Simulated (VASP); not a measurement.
Write the native input for VASP 6.6.1 that does the following.

```yaml
Task: single point
Functional: PBE
Potentials_or_basis: VASP PAW PBE potentials, release 64 (Al, Ga_d, As)
Cutoff: 520 eV
k_mesh: 4 × 4 × 4
Occupations: gaussian, width 0.1 eV
Spin: no spin polarisation
Dipole_correction: no
Further_INCAR_settings: ALGO = Normal; EDIFF = 1e-07; NBANDS = 31
```

The structure of Al3GaAs4 lies in POSCAR:

```
Al3GaAs4
1.0
    5.7297041091      0.0000000000      0.0000000000
    0.0000000000      5.7297041091      0.0000000000
    0.0000000000      0.0000000000      5.7297041091
Al Ga As
3 1 4
Direct
    0.5000000000      0.0000000000      0.0000000000
    0.0000000000      0.0000000000      0.5000000000
    0.0000000000      0.5000000000      0.0000000000
    0.5000000000      0.5000000000      0.5000000000
    0.7508810227      0.2491189773      0.7508810227
    0.7508810227      0.7508810227      0.2491189773
    0.2491189773      0.2491189773      0.2491189773
    0.2491189773      0.7508810227      0.7508810227
```

These files were run (other wordings do the same):

INCAR

```
SYSTEM = Al3GaAs4
ALGO = Normal ; EDIFF = 1E-7
ENCUT = 520 ; GGA = PE
ISIF = 2 ; ISMEAR = 0
LASPH = .True. ; LCHARG = .False.
LREAL = .False. ; LWAVE = .False.
NBANDS = 31 ; NELM = 100
PREC = Accurate ; SIGMA = 0.1
```

KPOINTS

```
k-points
0
Gamma
  4 4 4
  0 0 0
```

Potentials or basis: VASP PAW PBE potentials, release 64 (Al, Ga_d, As).

Command:

```console
$ cat potpaw_PBE.64/Al/POTCAR potpaw_PBE.64/Ga_d/POTCAR potpaw_PBE.64/As/POTCAR > POTCAR
$ mpirun -np 1 vasp_std > vasp.out
```

Results of the run:

```
Pressure               : 0.3 GPa
Largest force          : 0.003 eV/Å
Band gap on the k mesh : 1.03 eV (least direct gap 1.17 eV)
```

It took 75 s on 1 thread of AMD EPYC 7R43 64-Core Processor (Zen 3) (shared host), peak memory 0.32 GiB.
